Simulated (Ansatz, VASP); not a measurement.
**One calculation of Si, two programs**

Contents of INCAR:

```
ALGO = Normal
EDIFF = 1E-7
ENCUT = 520
GGA = RP
ISIF = 2
ISMEAR = -1
LASPH = T
LCHARG = T
LELF = T
LREAL = F
LVHAR = T
LWAVE = F
NBANDS = 16
NELM = 60
PREC = Accurate
SIGMA = 0.1
```

The input KPOINTS:

```
k-points
0
Gamma
  15 15 4
```

File POSCAR:

```
Si
1.0
    2.6165504439      0.0000000000      0.0000000000
   -1.3082752219      2.2659991547      0.0000000000
    0.0000000000      0.0000000000      8.6793379113
Si
4
Direct
    0.0000000000      0.0000000000      0.0000000000
    0.0000000000      0.0000000000      0.5000000000
    0.3333333333      0.6666666667      0.2500000000
    0.6666666667      0.3333333333      0.7500000000
```

Input for Ansatz:

```yaml
crystal:
  lattice:
    - [2.6165504439, 0.0, 0.0]
    - [-1.3082752219, 2.2659991547, 0.0]
    - [0.0, 0.0, 8.6793379113]
  atoms:
    - { symbol: Si, position: [0.0, 0.0, 0.0] }
    - { symbol: Si, position: [0.0, 0.0, 0.5] }
    - { symbol: Si, position: [0.3333333333, 0.6666666667, 0.25] }
    - { symbol: Si, position: [0.6666666667, 0.3333333333, 0.75] }
hamiltonian:
  xc: rpbe
  pseudopotentials:
    kind: paw
    azcp:
      Si: "pseudopotentials/Si.paw.azcp"
basis:
  ecutwfc: 420
  fft_grid_basis: typed
kpoints:
  mp_grid: { grid: [15, 15, 4], shift: [0, 0, 0] }
magnetization:
  spin_polarized: false
scf:
  occupations: { method: fermi_dirac, width: 0.1 }
  lower_state_search: "off"
output:
  stress: true
```

Alike in both runs: task single point; functional RPBE; k mesh 15 × 15 × 4; occupations fermi-dirac, width 0.1 eV; no spin polarisation.

|  | VASP | Ansatz |
| --- | --- | --- |
| version | VASP 6.6.1 | Ansatz 0.2.0 |
| potentials or method | VASP PAW PBE potentials, release 64 (Si), cutoff 520 eV | plane waves (420 eV) with PAW, scalar-relativistic |
| valence electrons in the cell | 16 | 16 |

Ansatz gave:

| Item | Value |
| --- | --- |
| pressure (GPa) | 13.9 |
| traceless stress, the component that is largest in VASP (GPa) | 2.03 |

Question: Which values does VASP return?

Answer: Pressure (GPa): 13.2; traceless stress, the component that is largest in VASP (GPa): 2.06.

VASP's potentials were made for PBE, not for RPBE.
